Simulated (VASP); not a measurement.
Write the native input for VASP 6.6.1 that does the following.

```
Task                   : single point
Functional             : PBE
Potentials or basis    : VASP PAW PBE potentials, release 64 (W_sv, Te)
Cutoff                 : 520 eV
k mesh                 : 12 × 12 × 12
Occupations            : gaussian, width 0.1 eV
Spin                   : collinear spin
Starting moments       : [1.46, -0.02] μB
Fixed moment           : 2 μB
Dipole correction      : no
Further INCAR settings : ALGO = Normal; EDIFF = 1e-07; NBANDS = 21
```

The structure of TeW lies in POSCAR:

```
TeW
1.0
    0.0000000000      3.0618296945      3.0618296945
    3.0618296945      0.0000000000      3.0618296945
    3.0618296945      3.0618296945      0.0000000000
W Te
1 1
Direct
    0.0000000000      0.0000000000      0.0000000000
    0.2500000000      0.2500000000      0.2500000000
```

These files were run (other wordings do the same):

INCAR

```
SYSTEM = TeW
PREC     = Accurate       ! precision mode
ENCUT    = 520            ! plane-wave cutoff, eV
EDIFF    = 1E-7           ! SCF threshold, eV
ISMEAR   = 0              ! smearing method
SIGMA    = 0.1            ! smearing width, eV
LREAL    = .FALSE.        ! projectors in reciprocal space
LASPH    = .TRUE.         ! aspherical terms in the spheres
NELM     = 150            ! most SCF steps
ALGO     = Normal         ! electronic algorithm
ISIF     = 2              ! what is computed and relaxed
LWAVE    = .FALSE.        ! write WAVECAR
LCHARG   = .FALSE.        ! write CHGCAR
ISPIN    = 2              ! spin polarisation
MAGMOM   = 1.46 -0.02     ! initial moments
LORBIT   = 11             ! projections on sites
NUPDOWN  = 2.0            ! fixed moment
LMAXMIX  = 4              ! l up to which the mixer works
GGA      = PE             ! functional
NBANDS   = 21             ! bands
```

KPOINTS

```
regular mesh
0
G
  12 12 12
  0 0 0
```

Potentials or basis: VASP PAW PBE potentials, release 64 (W_sv, Te).

Command:

```sh
$ cat potpaw_PBE.64/W_sv/POTCAR potpaw_PBE.64/Te/POTCAR > POTCAR
$ mpirun -np 1 vasp_std > vasp.out
```

It gave:

```
Pressure                                              : 1.5 GPa
Net moment                                            : 2.00 μB per cell
Site moments                                          : W +1.54; Te -0.04 μB
Valence electrons inside the program's atomic spheres : W 11.95; Te 3.51
```

Caveat: the total moment is fixed, so each spin has its own Fermi level and the state may be an excited one.

It took 3.3 min on 1 thread of Intel Xeon 8259CL, on a shared host, peak memory 0.29 GiB.
